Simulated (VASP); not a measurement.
TePb, 2 atoms in the cell. The structure is tetragonal, space group I4/mmm (No. 139). Conventional cell: a = 4.639 Å, b = 4.639 Å, c = 6.758 Å, α = 90.00°, β = 90.00°, γ = 90.00°. Within 4.3 Å of Pb (site symmetry 4/mmm) lie 6 Te at 3.28 to 3.38 Å. Te (site symmetry 4/mmm) has 6 Pb at 3.28 to 3.38 Å within 4.3 Å. 

| Item | Value |
| --- | --- |
| Program | VASP 6.6.1 |
| Task | single point |
| Functional | PBE |
| Potentials or basis | VASP PAW PBE potentials, release 64 (Pb_d, Te) |
| Cutoff | 520 eV |
| k mesh | 6 × 6 × 6 |
| Occupations | gaussian, width 0.05 eV |
| Spin | non-collinear spin, zero start, spin-orbit coupling |
| Starting moments | [[0.0, 0.0, 0.0], [0.0, 0.0, 0.0]] μB |
| Dipole correction | no |
| Further INCAR settings | ALGO = Normal; EDIFF = 1e-06; NBANDS = 32 |

Potentials or basis: VASP PAW PBE potentials, release 64 (Pb_d, Te).

Run with:

```sh
$ cat potpaw_PBE.64/Pb_d/POTCAR potpaw_PBE.64/Te/POTCAR > POTCAR
$ mpirun -np 1 vasp_ncl > vasp.out
```

Hardware: 1 thread of Intel(R) Xeon(R) Platinum 8259CL CPU @ 2.50GHz (Skylake/Cascade Lake), on a shared host.

Q: Estimate the wall time of this run.

A: It took 3.8 min on 1 thread of Intel(R) Xeon(R) Platinum 8259CL CPU @ 2.50GHz (Skylake/Cascade Lake) (shared host), peak memory 0.45 GiB. Counts: scf iterations 14, k points 30.
